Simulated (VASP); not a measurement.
HfC, 4 atoms in the cell. The structure is hexagonal, space group P6_3/mmc (No. 194). Conventional cell: a = 3.456 Å, b = 3.456 Å, c = 5.222 Å, α = 90.00°, β = 90.00°, γ = 120.00°. Within 3.1 Å of Hf (site symmetry -6m2) lie 6 C at 2.38 Å. Within 3.1 Å of C (site symmetry -3m) lie 6 Hf at 2.38 Å and 2 C at 2.61 Å.  This cell differs from its parent crystal: strained.

```yaml
Program: VASP 6.6.1
Task: single point
Functional: PBE
Potentials_or_basis: VASP PAW PBE potentials, release 64 (Hf_pv, C)
Cutoff: 520 eV
k_mesh: 15 × 15 × 8
Occupations: gaussian, width 0.1 eV
Spin: no spin polarisation
Dipole_correction: no
Further_INCAR_settings: ALGO = Normal; EDIFF = 1e-06; NBANDS = 22
```

Potentials or basis: VASP PAW PBE potentials, release 64 (Hf_pv, C).

The run is started by

```bash
$ cat potpaw_PBE.64/Hf_pv/POTCAR potpaw_PBE.64/C/POTCAR > POTCAR
$ mpirun -np 1 vasp_std > vasp.out
```

Hardware: 1 thread of Intel(R) Xeon(R) Platinum 8488C (Sapphire Rapids) (shared host).

How long does it take, and how much memory?

It took 2.3 min on 1 thread of Intel(R) Xeon(R) Platinum 8488C (Sapphire Rapids) (shared host), peak memory 0.28 GiB. Counts: scf iterations 15, k points 135.
